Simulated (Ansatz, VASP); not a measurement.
**One calculation of W, two programs**

```
W
1.0
    -1.67717    1.67717    1.55737
     1.67717   -1.67717    1.55737
     1.67717    1.67717   -1.55737
W
1
Direct
  0.00000 0.00000 0.00000
```

Change from the starting cell: strain +0.050 along x and y, -0.025 along z, atoms carried along.

Alike in both runs: task single point; functional PBE; k mesh 20 × 20 × 20; occupations gaussian, width 0.15 eV; no spin polarisation.

|  | VASP | Ansatz |
| --- | --- | --- |
| version | VASP 6.6.1 | Ansatz 0.2.0 |
| potentials or method | VASP PAW PBE potentials, release 64 (W_sv), cutoff 520 eV | scalar-relativistic, plane waves, PAW |
| valence electrons in the cell | 14 | 14 |

```tsv
	VASP	Ansatz	Ansatz less VASP
gap on the k mesh at the Fermi level (eV)	none	none	-
pressure (GPa)	-20.0	-20.2	-0.22
traceless stress, the component that is largest in VASP (GPa)	12.99	13.00	+0.009
```

A gap of «none» marks a metal or a gap that the smearing closes.

Neither program's run includes spin-orbit coupling.
